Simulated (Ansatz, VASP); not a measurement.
**Ge: VASP beside Ansatz**

```xyz
2
Lattice="-2.5745 2.5745 1.3974 2.5745 -2.5745 1.3974 2.5745 2.5745 -1.3974" Properties=species:S:1:pos:R:3 pbc="T T T"
Ge    0.0000    0.0000    1.3974
Ge    2.5745    0.0000    0.6987
```

Alike in both runs: task relaxation of cell and atoms; functional PBEsol; dispersion D3(BJ); k mesh 11 × 11 × 11; occupations fermi-dirac, width 0.05 eV; no spin polarisation.

|  | VASP | Ansatz |
| --- | --- | --- |
| version | VASP 6.6.1 | Ansatz 0.2.0 |
| potentials or method | VASP PAW PBE potentials, release 64 (Ge_d), cutoff 600 eV | all-electron LAPW, scalar-relativistic |

|  | VASP | Ansatz | Ansatz less VASP |
| --- | --- | --- | --- |
| relaxed volume (Å³/atom) | 17.71 | 17.69 | -0.017 |
| relaxed cell length with the largest relative difference (Å) | 3.843 | 3.842 | -0.0010 |

VASP's potentials were made for PBE, not for PBEsol. Ansatz ran all-electron here, and VASP with PAW potentials.
